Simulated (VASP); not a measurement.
A run of VASP 6.6.1 is set up as follows.

Contents of INCAR:

```
PREC = Accurate
ENCUT = 520
EDIFF = 1E-6
ISMEAR = -1
SIGMA = 0.05
LREAL = False
LASPH = True
NELM = 80
ALGO = Normal
ISIF = 2
LWAVE = False
LCHARG = False
GGA = PE
IBRION = 2
NSW = 80
EDIFFG = -0.02
```

Contents of KPOINTS:

```
Automatic mesh
0
Gamma
  8 8 8
```

Contents of POSCAR:

```
NbCd3
1.0
    4.2150000000      0.0000000000      0.0000000000
    0.0000000000      4.2150000000      0.0000000000
    0.0000000000      0.0000000000      4.2150000000
Nb Cd
1 3
Direct
    0.0000000000      0.0000000000      0.0000000000
    0.0000000000      0.5000000000      0.5000000000
    0.5000000000      0.0000000000      0.5000000000
    0.5000000000      0.5000000000      0.0000000000
```

Potentials or basis: VASP PAW PBE potentials, release 64 (Nb_sv, Cd).

Run with:

```bash
$ cat potpaw_PBE.64/Nb_sv/POTCAR potpaw_PBE.64/Cd/POTCAR > POTCAR
$ mpirun -np 1 vasp_std > vasp.out
```

(1) What does it give for the band gap on the k mesh?

Answers

(1) zero (an odd number of electrons rules out a gap without spin polarisation).

Caveat: the relaxation stopped at its first step, so nothing moved.
